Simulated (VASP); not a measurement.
# AlGa3N4 (Pm) in VASP: a series of runs

AlGa3N4 is run at these levels: r2SCAN; tasks: single point.

All numbers are computed with VASP 6.6.1; they aren't measurements. Logs are shortened: lines on timing, memory, paths and dates and some standing lists are left out, and cuts for length are marked.

## Step 1: The cell of the first run

It takes space group Pm (No. 6, monoclinic). The conventional cell has a = 5.122 Å, b = 3.153 Å, c = 5.459 Å, α = 90.00°, β = 90.04°, γ = 90.00°. Al (site symmetry m) has 4 N at 1.88 to 1.90 Å within 2.5 Å. Ga (site symmetry m) has 4 N at 1.93 to 1.95 Å within 2.6 Å. Within 2.6 Å of Ga (site symmetry m) lie 4 N at 1.93 to 1.96 Å. Within 2.6 Å of Ga (site symmetry m) lie 4 N at 1.94 to 1.95 Å. N (site symmetry m) has 1 Al at 1.88 Å and 3 Ga at 1.94 to 1.95 Å within 2.5 Å. Within 2.5 Å of N (site symmetry m) lie 2 Al at 1.90 Å and 2 Ga at 1.95 to 1.96 Å. Within 2.6 Å of N (site symmetry m) lie 4 Ga at 1.93 to 1.94 Å. Within 2.5 Å of N (site symmetry m) lie 1 Al at 1.89 Å and 3 Ga at 1.94 Å.

## Step 2: Single point, r2SCAN

File POSCAR:

```
AlGa3N4
1.0
    5.1218558846      0.0000000000      0.0000205508
    0.0000000000      3.1531741804      0.0000000000
   -0.0036784676      0.0000000000      5.4591039819
Al Ga N
1 3 4
Direct
    0.0005924377      0.5000000000      0.6673094154
    0.4991648520      0.5000000000      0.3350839085
    0.4991948976      0.0000000000      0.8314338925
    0.9998931168      0.0000000000      0.1661716519
    0.1194037776      0.5000000000      0.3406302552
    0.1173039980      0.0000000000      0.8258975981
    0.6202403757      0.0000000000      0.1661738694
    0.6318065546      0.5000000000      0.6673004089
```

File INCAR.step1:

```
PREC = Accurate
ENCUT = 520
ISMEAR = 0
SIGMA = 0.02
LREAL = F
LASPH = T
NELM = 100
NBANDS = 41
GGA = PE
ALGO = Normal
EDIFF = 1E-4
LWAVE = T
LCHARG = F
```

File INCAR.step2:

```
PREC = Accurate
ENCUT = 520
EDIFF = 1E-6
ISMEAR = 0
SIGMA = 0.02
LREAL = F
LASPH = T
NELM = 100
ALGO = Normal
ISIF = 2
LWAVE = F
LCHARG = F
METAGGA = R2SCAN
LMIXTAU = T
NBANDS = 41
ISTART = 1
```

File KPOINTS:

```
regular mesh
0
Gamma
  6 8 4
```

Potentials or basis: VASP PAW PBE potentials, release 64 (Al, Ga_d, N).

Command:

```console
cat potpaw_PBE.64/Al/POTCAR potpaw_PBE.64/Ga_d/POTCAR potpaw_PBE.64/N/POTCAR > POTCAR
cp INCAR.step1 INCAR
mpirun -np 1 vasp_std > vasp.out
cp INCAR.step2 INCAR
mpirun -np 1 vasp_std > vasp.out
```

OUTCAR:

```text
PREC = Accurate
   ENCUT = 520
   EDIFF = 1E-6
   ISMEAR = 0
   LREAL = F
   LASPH = T
   NELM = 100
   ISIF = 2
   METAGGA = R2SCAN
   ISTART = 1

 ion  position               nearest neighbor table
   1  0.001  0.500  0.667-   5 1.88   8 1.89   6 1.90   6 1.90   3 3.13   3 3.13   2 3.13
   2  0.499  0.500  0.335-   7 1.93   7 1.93   8 1.94   5 1.95   1 3.13
   3  0.499  0.000  0.831-   7 1.93   8 1.94   8 1.94   6 1.96   1 3.13   1 3.13
   4  1.000  0.000  0.166-   5 1.94   5 1.94   7 1.94   6 1.95
   5  0.119  0.500  0.341-   1 1.88   4 1.94   4 1.94   2 1.95
   6  0.117  0.000  0.826-   1 1.90   1 1.90   4 1.95   3 1.96
   7  0.620  0.000  0.166-   2 1.93   2 1.93   3 1.93   4 1.94
   8  0.632  0.500  0.667-   1 1.89   2 1.94   3 1.94   3 1.94

  LATTYP: Found a simple monoclinic cell.
 ALAT       =     5.1218558846
 B/A-ratio  =     0.6156311797
 C/A-ratio  =     1.0658451437
 COS(beta)  =    -0.0006698101

  Lattice vectors:

 A1 = (   5.1218558846,   0.0000000000,   0.0000205508)
 A2 = (   0.0000000000,   3.1531741804,   0.0000000000)
 A3 = (  -0.0036784676,   0.0000000000,   5.4591039819)

Analysis of symmetry for initial positions (statically):
=====================================================================
 Subroutine PRICEL returns:
 Original cell was already a primitive cell.

 Routine SETGRP: Setting up the symmetry group for a
 simple monoclinic supercell.

 Subroutine GETGRP returns: Found  2 space group operations
 (whereof  2 operations were pure point group operations)
 out of a pool of  4 trial point group operations.

The static configuration has the point symmetry C_1h.

Analysis of symmetry for dynamics (positions and initial velocities):
=====================================================================
 Subroutine PRICEL returns:
 Original cell was already a primitive cell.

 Routine SETGRP: Setting up the symmetry group for a
 simple monoclinic supercell.

 Subroutine GETGRP returns: Found  2 space group operations
 (whereof  2 operations were pure point group operations)
 out of a pool of  4 trial point group operations.

The dynamic configuration has the point symmetry C_1h.

 Subroutine INISYM returns: Found  2 space group operations
 (whereof  2 operations are pure point group operations),
 and found     1 'primitive' translations

----------------------------------------------------------------------------------------

                                     Primitive cell

  volume of cell :      88.1651

  direct lattice vectors                    reciprocal lattice vectors
     5.121855885  0.000000000  0.000020551     0.195241729  0.000000000  0.000131558
     0.000000000  3.153174180  0.000000000     0.000000000  0.317140742  0.000000000
    -0.003678468  0.000000000  5.459103982    -0.000000735  0.000000000  0.183180244

  length of vectors
     5.121855885  3.153174180  5.459105221     0.195241773  0.317140742  0.183180244

  position of ions in fractional coordinates (direct lattice)
     0.000592438  0.500000000  0.667309415
     0.499164852  0.500000000  0.335083909
     0.499194898  0.000000000  0.831433893
     0.999893117  0.000000000  0.166171652
     0.119403778  0.500000000  0.340630255
     0.117303998  0.000000000  0.825897598
     0.620240376  0.000000000  0.166173869
     0.631806555  0.500000000  0.667300409

  ion indices of the primitive-cell ions
   primitive index   ion index
                 1           1
                 2           2
                 3           3
                 4           4
                 5           5
                 6           6
                 7           7
                 8           8

----------------------------------------------------------------------------------------

 KPOINTS: regular mesh

Automatic generation of k-mesh.
 Grid dimensions read from file:
 generate k-points for:    6    8    4

 Generating k-lattice:

  Cartesian coordinates                     Fractional coordinates (reciprocal lattice)
     0.032540288  0.000000000  0.000021926     0.166666667  0.000000000  0.000000000
     0.000000000  0.039642593  0.000000000     0.000000000  0.125000000  0.000000000
    -0.000000184  0.000000000  0.045795061     0.000000000  0.000000000  0.250000000

  Length of vectors
     0.032540296  0.039642593  0.045795061

  Shift w.r.t. Gamma in fractional coordinates (k-lattice)
     0.000000000  0.000000000  0.000000000

 Subroutine IBZKPT returns following result:
 ===========================================

 Found     70 irreducible k-points:

 Following reciprocal coordinates:
            Coordinates               Weight
  0.000000  0.000000  0.000000      1.000000
  0.166667  0.000000  0.000000      2.000000
  0.333333  0.000000  0.000000      2.000000
  0.500000  0.000000  0.000000      1.000000
  0.000000  0.125000  0.000000      2.000000
  0.166667  0.125000  0.000000      4.000000
[... 16 lines left out ...]
  0.333333  0.000000  0.250000      2.000000
  0.500000  0.000000  0.250000      2.000000
 [... further k-points ...]
   k-points           NKPTS =     70   k-points in BZ     NKDIM =     70   number of bands    NBANDS=     41
   number of dos      NEDOS =    301   number of ions     NIONS =      8
   total plane-waves  NPLWV =  40320
   dimension x,y,z NGX =    40 NGY =   24 NGZ =   42
   dimension x,y,z NGXF=    80 NGYF=   48 NGZF=   84
   ions per type =               1   3   4
   NGX,Y,Z   is equivalent  to a cutoff of  12.98, 12.65, 12.79 a.u.
   NGXF,Y,Z  is equivalent  to a cutoff of  25.97, 25.31, 25.58 a.u.
 SYSTEM =  unknown system
   PREC   = accura    normal or accurate (medium, high low for compatibility)
   ISTART =      1    job   : 0-new  1-cont  2-samecut
   ICHARG =      0    charge: 1-file 2-atom 10-const
   ISPIN  =      1    spin polarized calculation?
   LNONCOLLINEAR =      F non collinear calculations
   LSORBIT =      F    spin-orbit coupling
   LASPH  =      T    aspherical Exc in radial PAW
   ENCUT  =  520.0 eV  38.22 Ry    6.18 a.u.   9.52  5.86 10.15*2*pi/ulx,y,z
   NELM   =    100;   NELMIN=  2; NELMDL=  0     # of ELM steps
   EDIFF  = 0.1E-05   stopping-criterion for ELM
   LREAL  =      F    real-space projection
   EDIFFG = 0.1E-04   stopping-criterion for IOM
   NSW    =      0    number of steps for IOM
   IBRION =     -1    ionic relax: 0-MD 1-quasi-New 2-CG
   NFREE  =      0    steps in history (QN), initial steepest desc. (CG)
   ISIF   =      2    stress and relaxation
   ISYM   =      2    0-nonsym 1-usesym 2-fastsym
   POTIM  = 0.5000    time-step for ionic-motion
   TEBEG  =    0.0;   TEEND  =   0.0 temperature during run
   PSTRESS=    0.0 pullay stress
   NELECT =      62.0000    total number of electrons
   NUPDOWN=      -1.0000    fix difference up-down
   EMIN   =  10.00;   EMAX   =-10.00  energy-range for DOS
   EFERMI =   0.00;   METHOD = LEGACY
   ISMEAR =     0;   SIGMA  =   0.02  broadening in eV -4-tet -1-fermi 0-gaus
   EFERMI_NEDOS =   21; number of points for ismear=-14 and -15
   IALGO  =     38    algorithm
   IMIX   =      4    mixing-type and parameters
     AMIX     =   0.40;   BMIX     =  1.00
     AMIX_MAG =   1.60;   BMIX_MAG =  1.00
  volume/ion in A,a.u.               =      11.02        74.37
  Fermi-wavevector in a.u.,A,eV,Ry     =   1.455816  2.751093 28.836192  2.119400
  Thomas-Fermi vector in A             =   2.572807
   LORBIT       =      0    0 simple, 1 ext, 2 COOP (PROOUT), +10 PAW based schemes
   METAGGA = R2SCAN    functional components
   LHFCALC =     F    Hartree Fock is set to
   AEXX    =    0.0000 exact exchange contribution
   IVDW    =     0    specifies the selected vdW correction
   LEPSILON=     F    determine dielectric tensor
   LRPA    =     F    only Hartree local field effects (RPA)
 non-spin polarized calculation
 Gauss-broadening in eV      SIGMA  =   0.02
  energy-cutoff  :      520.00
  volume of cell :       88.17
 maximum number of plane-waves:      2404
 NGX is ok and might be reduce to    40
   NGX = 19   NGY = 11   NGZ = 21

 number of electron      61.9999977 magnetization

 Free energy of the ion-electron system (eV)
  ---------------------------------------------------
  ext. energy  EPLUGINS =         0.00000000
  ---------------------------------------------------
  free energy    TOTEN  =       -84.91877479 eV

  energy without entropy =      -84.91877479  energy(sigma->0) =      -84.91877479

 E-fermi :   5.5522     XC(G=0): -12.4280

 val. band max:        5.4130648898   @ k =   0.0000   0.0000   0.0000
 cond. band min:       8.3692677710   @ k =   0.0000   0.0000   0.0000
 fundamental gap:      2.9562028812
 Fermi energy:         5.5522407856

 k-point     1 :       0.0000    0.0000    0.0000
  band No.  band energies     occupation
      1     -11.3006      2.00000
      2     -10.2550      2.00000
      3     -10.0584      2.00000
      4      -9.7445      2.00000
      5      -8.2358      2.00000
      6      -8.2351      2.00000
[... 33 lines left out ...]
     40      16.5058      0.00000
     41      16.8147      0.00000

 k-point     2 :       0.1667    0.0000    0.0000
  band No.  band energies     occupation
      1     -11.2135      2.00000
      2     -10.2649      2.00000
      3     -10.0712      2.00000
      4      -9.7502      2.00000
      5      -8.2329      2.00000
      6      -8.2296      2.00000
[... 33 lines left out ...]
     40      16.4701      0.00000
     41      16.7181      0.00000

 k-point     3 :       0.3333    0.0000    0.0000
  band No.  band energies     occupation
      1     -10.9790      2.00000
      2     -10.3693      2.00000
      3     -10.0772      2.00000
      4      -9.7567      2.00000
      5      -8.2281      2.00000
      6      -8.2278      2.00000
[... 875 lines left out ...]
      2     -10.3154      2.00000
      3     -10.1436      2.00000
      4      -9.8175      2.00000
      5      -8.2189      2.00000
      6      -8.2046      2.00000
[... 33 lines left out ...]
     40      16.3888      0.00000
     41      16.6240      0.00000

 k-point    24 :       0.5000    0.0000    0.2500
  band No.  band energies     occupation
      1     -10.6362      2.00000
      2     -10.4465      2.00000
      3     -10.1286      2.00000
      4      -9.8342      2.00000
      5      -8.2117      2.00000
      6      -8.1965      2.00000
[... 33 lines left out ...]
     40      16.3191      0.00000
     41      16.6174      0.00000

 [... further k-points ...]
[... 5 lines left out ...]
  --------------------------------------------------------------------------------------
  -------------------------------------------------------------------------------------
  Total        1.5326877      1.5008928      1.5765826      0.0000000      0.0000000      0.0038745
  in kB       27.8527179     27.2749254     28.6503957      0.0000000      0.0000000      0.0704088
  external PRESSURE =      27.9260130 kB  Pullay stress =       0.0000000 kB

 VOLUME and BASIS-vectors are now :
 -----------------------------------------------------------------------------
  energy-cutoff  :      520.00
  volume of cell :       88.17
      direct lattice vectors                 reciprocal lattice vectors
     5.121855885  0.000000000  0.000020551     0.195241729  0.000000000  0.000131558
     0.000000000  3.153174180  0.000000000     0.000000000  0.317140742  0.000000000
    -0.003678468  0.000000000  5.459103982    -0.000000735  0.000000000  0.183180244

 POSITION                                       TOTAL-FORCE (eV/Angst)
 -----------------------------------------------------------------------------------
      0.00058      1.57659      3.64291        -0.006052      0.000000     -0.001749
      2.55542      1.57659      1.82927        -0.001324      0.000000      0.010725
      2.55375      0.00000      4.53889        -0.003871      0.000000     -0.001991
      5.12070      0.00000      0.90717         0.001652      0.000000     -0.009455
      0.61032      1.57659      1.85954        -0.023894      0.000000      0.075593
      0.59778      0.00000      4.50866        -0.046805      0.000000     -0.069978
      3.17617      0.00000      0.90717        -0.000933      0.000000     -0.002922
      3.23357      1.57659      3.64288         0.081228      0.000000     -0.000223
 -----------------------------------------------------------------------------------
    total drift:                               -0.003841     -0.000000      0.001922

  FREE ENERGIE OF THE ION-ELECTRON SYSTEM (eV)
  ---------------------------------------------------
  free  energy   TOTEN  =       -84.9187747876 eV

  energy  without entropy=      -84.9187747876  energy(sigma->0) =      -84.91877479
```

It took 5.7 min on 1 thread of Intel Xeon 6975P-C (Granite Rapids), shared host; peak memory 0.34 GiB.

Results:

```yaml
Free_energy: -84.9188 eV
Pressure: 2.8 GPa
Largest_force: 0.084 eV/Å
Band_gap_on_the_k_mesh: 2.96 eV, direct
```

Forces on the atoms (eV/Å):
```
Al  -0.006  0.000 -0.002
Ga  -0.001  0.000  0.011
Ga  -0.004  0.000 -0.002
Ga   0.002  0.000 -0.009
N   -0.024  0.000  0.076
N   -0.047  0.000 -0.070
N   -0.001  0.000 -0.003
N    0.081  0.000  0.000
```

Levels at points of the mesh, in eV from the valence-band top:
| k point | band 29 | band 30 | band 31 | band 32 | band 33 | band 34 |
| --- | --- | --- | --- | --- | --- | --- |
| (0.00, 0.00, 0.00) | -0.09 | -0.04 | 0.00 | 2.96 | 5.34 | 5.90 |
| (0.50, 0.00, 0.00) | -0.71 | -0.36 | -0.36 | 5.06 | 5.14 | 5.24 |
| (0.00, 0.50, 0.00) | -2.12 | -1.89 | -1.83 | 6.20 | 6.25 | 7.64 |
| (0.50, 0.50, 0.00) | -1.50 | -1.47 | -1.45 | 6.42 | 6.56 | 6.68 |
| (0.00, 0.00, 0.50) | -0.65 | -0.58 | -0.34 | 5.20 | 5.40 | 6.86 |
| (0.50, 0.00, 0.50) | -1.20 | -1.17 | -1.12 | 5.98 | 6.05 | 6.17 |
| (0.00, 0.50, 0.50) | -2.18 | -1.03 | -0.89 | 5.54 | 5.86 | 6.26 |
| (0.50, 0.50, 0.50) | -1.78 | -1.70 | -1.69 | 5.00 | 5.06 | 5.12 |

Caveat: the PAW data sets were made with another functional, which shifts forces and pressure a little.

(Continued in part 2 of 2.)
